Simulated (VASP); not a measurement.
# Ta (Im-3m) in VASP: notebook

The runs below take Ta through single point, relaxation of volume and atoms at fixed shape, with LDA.

All numbers are computed with VASP 6.6.1; they aren't measurements. Logs are shortened: lines on timing, memory, paths and dates and some standing lists are left out, and cuts for length are marked.

### 1 The cell of the first run

It takes space group Im-3m (No. 229, cubic). Conventional cell: a = 3.246 Å, b = 3.246 Å, c = 3.246 Å, α = 90.00°, β = 90.00°, γ = 90.00°. Ta (site symmetry m-3m) has 14 Ta at 2.81 to 3.25 Å within 3.7 Å.

### 2 Single point, LDA

File INCAR:

```
PREC = Accurate
ENCUT = 500
EDIFF = 1E-6
ISMEAR = 0
SIGMA = 0.02
LREAL = F
LASPH = T
NELM = 120
ALGO = Normal
ISIF = 2
LWAVE = F
LCHARG = T
LELF = T
LVHAR = T
NBANDS = 12
GGA_COMPAT = F
```

File KPOINTS:

```
regular mesh
0
Gamma
  9 9 9
```

File POSCAR:

```
Ta
1.0
   -1.6231969780      1.6231969780      1.6231969780
    1.6231969780     -1.6231969780      1.6231969780
    1.6231969780      1.6231969780     -1.6231969780
Ta
1
Direct
    0.0000000000      0.0000000000      0.0000000000
```

Potentials or basis: VASP PAW LDA potentials, release 64 (Ta_pv).

Started as:

```console
cat potpaw_LDA.64/Ta_pv/POTCAR > POTCAR
mpirun -np 1 vasp_std > vasp.out
```

OUTCAR:

```text
PREC = Accurate
   ENCUT = 500
   EDIFF = 1E-6
   ISMEAR = 0
   LREAL = F
   LASPH = T
   NELM = 120
   ISIF = 2

 ion  position               nearest neighbor table
   1  0.000  0.000  0.000-

  LATTYP: Found a body centered cubic cell.
 ALAT       =     3.2463939560

  Lattice vectors:

 A1 = (  -1.6231969780,   1.6231969780,   1.6231969780)
 A2 = (   1.6231969780,  -1.6231969780,   1.6231969780)
 A3 = (   1.6231969780,   1.6231969780,  -1.6231969780)

Analysis of symmetry for initial positions (statically):
=====================================================================
 Subroutine PRICEL returns:
 Original cell was already a primitive cell.

 Routine SETGRP: Setting up the symmetry group for a
 body centered cubic supercell.

 Subroutine GETGRP returns: Found 48 space group operations
 (whereof 48 operations were pure point group operations)
 out of a pool of 48 trial point group operations.

The static configuration has the point symmetry O_h .

Analysis of symmetry for dynamics (positions and initial velocities):
=====================================================================
 Subroutine PRICEL returns:
 Original cell was already a primitive cell.

 Routine SETGRP: Setting up the symmetry group for a
 body centered cubic supercell.

 Subroutine GETGRP returns: Found 48 space group operations
 (whereof 48 operations were pure point group operations)
 out of a pool of 48 trial point group operations.

The dynamic configuration has the point symmetry O_h .

 Subroutine INISYM returns: Found 48 space group operations
 (whereof 48 operations are pure point group operations),
 and found     1 'primitive' translations

----------------------------------------------------------------------------------------

                                     Primitive cell

  volume of cell :      17.1070

  direct lattice vectors                    reciprocal lattice vectors
    -1.623196978  1.623196978  1.623196978     0.000000000  0.308034088  0.308034088
     1.623196978 -1.623196978  1.623196978     0.308034088  0.000000000  0.308034088
     1.623196978  1.623196978 -1.623196978     0.308034088  0.308034088  0.000000000

  length of vectors
     2.811459637  2.811459637  2.811459637     0.435625984  0.435625984  0.435625984

  position of ions in fractional coordinates (direct lattice)
     0.000000000  0.000000000  0.000000000

  ion indices of the primitive-cell ions
   primitive index   ion index
                 1           1

[... 81 lines left out ...]
   PSTRESS=    0.0 pullay stress
   NELECT =      11.0000    total number of electrons
   NUPDOWN=      -1.0000    fix difference up-down
   EMIN   =  10.00;   EMAX   =-10.00  energy-range for DOS
   EFERMI =   0.00;   METHOD = LEGACY
   ISMEAR =     0;   SIGMA  =   0.02  broadening in eV -4-tet -1-fermi 0-gaus
   EFERMI_NEDOS =   21; number of points for ismear=-14 and -15
   IALGO  =     38    algorithm
   IMIX   =      4    mixing-type and parameters
     AMIX     =   0.40;   BMIX     =  1.00
     AMIX_MAG =   1.60;   BMIX_MAG =  1.00
  volume/ion in A,a.u.               =      17.11       115.44
  Fermi-wavevector in a.u.,A,eV,Ry     =   1.413018  2.670218 27.165680  1.996621
  Thomas-Fermi vector in A             =   2.534707
   LORBIT       =      0    0 simple, 1 ext, 2 COOP (PROOUT), +10 PAW based schemes
   GGA     = CA    functional components
   LHFCALC =     F    Hartree Fock is set to
   AEXX    =    0.0000 exact exchange contribution
   IVDW    =     0    specifies the selected vdW correction
   LEPSILON=     F    determine dielectric tensor
   LRPA    =     F    only Hartree local field effects (RPA)
 non-spin polarized calculation
 Gauss-broadening in eV      SIGMA  =   0.02
  energy-cutoff  :      500.00
  volume of cell :       17.11
 maximum number of plane-waves:       444
 NGX is ok and might be reduce to    24
   NGX = 11   NGY = 11   NGZ = 11

 number of electron      10.9999999 magnetization

 Free energy of the ion-electron system (eV)
  ---------------------------------------------------
  ext. energy  EPLUGINS =         0.00000000
  ---------------------------------------------------
  free energy    TOTEN  =       -12.81523465 eV

  energy without entropy =      -12.81463031  energy(sigma->0) =      -12.81493248

 E-fermi :   5.8717     XC(G=0): -13.0554

 val. band max:        5.8632724730   @ k =  -0.2222   0.2222   0.1111
 cond. band min:       5.9418521818   @ k =  -0.2222   0.3333   0.1111
 fundamental gap:      0.0785797088
 Fermi energy:         5.8716854850

 k-point     1 :       0.0000    0.0000    0.0000
  band No.  band energies     occupation
      1     -26.8343      2.00000
      2     -26.8343      2.00000
      3     -26.8343      2.00000
      4      -2.2007      2.00000
      5       6.5162      0.00000
      6       6.5162      0.00000
      7       6.5162      0.00000
      8       9.9578      0.00000
      9       9.9578      0.00000
     10      19.7408      0.00000
     11      21.1458      0.00000
     12      21.1458      0.00000
[... 331 lines left out ...]
 k-point    24 :      -0.4444   -0.4444    0.1111
  band No.  band energies     occupation
      1     -28.1049      2.00000
      2     -27.5072      2.00000
      3     -27.0623      2.00000
      4       2.4889      2.00000
      5       4.9724      2.00000
      6       5.2484      2.00000
      7       8.5326      0.00000
      8      12.1235      0.00000
      9      15.2925      0.00000
     10      17.2738      0.00000
     11      19.7506      0.00000
     12      21.1991      0.00000

 [... further k-points ...]

------------------------ aborting loop because EDIFF is reached ----------------------------------------

  FORCE on cell =-STRESS in cart. coord.  units (eV):
  Direction    XX          YY          ZZ          XY          YZ          ZX
  --------------------------------------------------------------------------------------
  -------------------------------------------------------------------------------------
  Total        0.1080794      0.1080794      0.1080794     -0.0000000     -0.0000000     -0.0000000
  in kB       10.1223167     10.1223167     10.1223167     -0.0000000     -0.0000000     -0.0000000
  external PRESSURE =      10.1223167 kB  Pullay stress =       0.0000000 kB

 VOLUME and BASIS-vectors are now :
 -----------------------------------------------------------------------------
  energy-cutoff  :      500.00
  volume of cell :       17.11
      direct lattice vectors                 reciprocal lattice vectors
    -1.623196978  1.623196978  1.623196978     0.000000000  0.308034088  0.308034088
     1.623196978 -1.623196978  1.623196978     0.308034088  0.000000000  0.308034088
     1.623196978  1.623196978 -1.623196978     0.308034088  0.308034088  0.000000000

 POSITION                                       TOTAL-FORCE (eV/Angst)
 -----------------------------------------------------------------------------------
      0.00000      0.00000      0.00000        -0.000000      0.000000      0.000000
 -----------------------------------------------------------------------------------
    total drift:                                0.000000      0.000000     -0.000000

  FREE ENERGIE OF THE ION-ELECTRON SYSTEM (eV)
  ---------------------------------------------------
  free  energy   TOTEN  =       -12.8152346537 eV

  energy  without entropy=      -12.8146303065  energy(sigma->0) =      -12.81493248
```

It took 4.5 s on 1 thread of Intel Xeon Platinum 8488C (Sapphire Rapids), shared host; peak memory 0.13 GiB.

What came out:

* Free energy: -12.8152 eV
* Pressure: 1.0 GPa
* Band gap on the k mesh: zero (an odd number of electrons rules out a gap without spin polarisation)

Levels at points of the mesh, in eV from the Fermi level:
| k point | band 2 | band 3 | band 4 | band 5 | band 6 | band 7 | band 8 | band 9 |
| --- | --- | --- | --- | --- | --- | --- | --- | --- |
| (0.00, 0.00, 0.00) | -32.71 | -32.71 | -8.07 | 0.64 | 0.64 | 0.64 | 4.09 | 4.09 |

Caveat: spin-orbit coupling is left out, which moves the levels of the heavy elements.

### 3 Relaxation of volume and atoms at fixed shape, LDA

This run uses another cell than the first one, of 18.01 Å³/atom.

File INCAR:

```
SYSTEM = Ta
PREC = Accurate ; ENCUT = 500
EDIFF = 1E-7 ; ISMEAR = 0
SIGMA = 0.02 ; LREAL = .FALSE.
LASPH = .TRUE. ; NELM = 120
ALGO = Normal ; ISIF = 8
LWAVE = .FALSE. ; LCHARG = .FALSE.
GGA = CA ; IBRION = 2
NSW = 60 ; EDIFFG = -0.01
GGA_COMPAT = .FALSE. ; NELMIN = 4
```

File KPOINTS:

```
regular mesh
0
G
  9 9 9
  0 0 0
```

File POSCAR:

```
Ta
1.0
   -1.6512800000      1.6512800000      1.6512800000
    1.6512800000     -1.6512800000      1.6512800000
    1.6512800000      1.6512800000     -1.6512800000
Ta
1
Direct
    0.0000000000      0.0000000000      0.0000000000
```

Potentials or basis: VASP PAW LDA potentials, release 64 (Ta_pv).

Started as:

```console
cat potpaw_LDA.64/Ta_pv/POTCAR > POTCAR
mpirun -np 1 vasp_std > vasp.out
```

Run time: 15 s. Hardware: 1 thread of Intel Xeon Platinum 8488C (Sapphire Rapids), shared host; peak memory 0.14 GiB.

It converged, with:

* Free energy: -12.8158 eV
* Relaxed volume: 17.19 Å³/atom
* Relaxed cell: a = 2.816 Å, b = 2.816 Å, c = 2.816 Å, α = 109.47°, β = 109.47°, γ = 109.47°
* Space group after relaxing (to 0.1 Å): Im-3m (No. 229)
* Energy gained by relaxing: 25.5 meV/atom
* Ionic steps: 4
* Pressure after relaxing: -0.1 GPa
* Band gap on the k mesh: zero (an odd number of electrons rules out a gap without spin polarisation)

The path:
| step | energy change (eV) | largest force (eV/Å) | pressure (GPa) | volume (Å³) |
| --- | --- | --- | --- | --- |
| 1 | 0.0000 | 0.0000 | -9.33 | 18.01 |
| 2 | 0.1292 | 0.0000 | 30.29 | 15.41 |
| 3 | -0.0254 | 0.0000 | -0.63 | 17.23 |
| 4 | -0.0255 | 0.0000 | -0.06 | 17.19 |

Final structure:
```yaml
crystal:
  lattice:
    - [-1.62568, 1.62568, 1.62568]
    - [1.62568, -1.62568, 1.62568]
    - [1.62568, 1.62568, -1.62568]
  atoms:
    - { symbol: Ta, position: [0.00000, 0.00000, 0.00000] }
```

Levels at points of the mesh, in eV from the Fermi level:
| k point | band 2 | band 3 | band 4 | band 5 | band 6 | band 7 | band 8 | band 9 |
| --- | --- | --- | --- | --- | --- | --- | --- | --- |
| (0.00, 0.00, 0.00) | -32.73 | -32.73 | -8.06 | 0.64 | 0.64 | 0.64 | 4.06 | 4.06 |

Caveat: spin-orbit coupling is left out, which moves the levels of the heavy elements. LDA usually gives volumes a few per cent too small.
